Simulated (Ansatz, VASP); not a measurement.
**Two plane-wave programs on W**

POSCAR

```
W
1.0
   -1.5573675000      1.5573675000      1.6372325000
    1.5573675000     -1.5573675000      1.6372325000
    1.5573675000      1.5573675000     -1.6372325000
W
1
Direct
    0.0000000000      0.0000000000      0.0000000000
```

INCAR.step1

```
SYSTEM = W
PREC = Accurate ; ENCUT = 520
ISMEAR = 0 ; SIGMA = 0.15
LREAL = .False. ; LASPH = .True.
NELM = 60 ; NBANDS = 13
GGA = PE ; ALGO = Normal
EDIFF = 1E-4 ; LWAVE = .True.
LCHARG = .False.
```

Contents of INCAR.step2:

```
SYSTEM = W
PREC = Accurate ; ENCUT = 520
EDIFF = 1E-6 ; ISMEAR = 0
SIGMA = 0.15 ; LREAL = .False.
LASPH = .True. ; NELM = 60
ALGO = Normal ; ISIF = 2
LWAVE = .False. ; LCHARG = .True.
METAGGA = R2SCAN ; LMIXTAU = .True.
LELF = .True. ; LVHAR = .True.
NBANDS = 13 ; ISTART = 1
```

File KPOINTS:

```
regular mesh
0
Gamma
  20 20 20
  0 0 0
```

Input for Ansatz:

```yaml
crystal:
  lattice:
    - [-1.5573675, 1.5573675, 1.6372325]
    - [1.5573675, -1.5573675, 1.6372325]
    - [1.5573675, 1.5573675, -1.6372325]
  atoms:
    - { symbol: W, position: [0.0, 0.0, 0.0] }
basis:
  ecutwfc: 500
kpoints:
  mp_grid: { grid: [20, 20, 20] }
hamiltonian:
  xc: r2scan
scf:
  occupations: { method: gaussian, width: 0.15 }
output:
  forces: true
  stress: true
  eigenvalues: true
```

Change from the starting cell: strain -0.025 along x and y, +0.025 along z, atoms carried along.

Alike in both runs: task single point; functional r2SCAN; k mesh 20 × 20 × 20; occupations gaussian, width 0.15 eV; no spin polarisation.

|  | VASP | Ansatz |
| --- | --- | --- |
| version | VASP 6.6.1 | Ansatz 0.2.0 |
| potentials or method | VASP PAW PBE potentials, release 64 (W_sv), cutoff 520 eV | scalar-relativistic, plane waves, PAW |
| valence electrons in the cell | 14 | 14 |

|  | VASP | Ansatz | Ansatz less VASP |
| --- | --- | --- | --- |
| gap on the k mesh at the Fermi level (eV) | none | none | - |
| pressure (GPa) | 2.1 | 0.9 | -1.24 |
| traceless stress, the component that is largest in VASP (GPa) | -11.52 | -11.56 | -0.040 |

VASP's potentials were made for PBE, not for r2SCAN. A gap of «none» marks a metal or a gap that the smearing closes.

Neither program's run includes spin-orbit coupling.
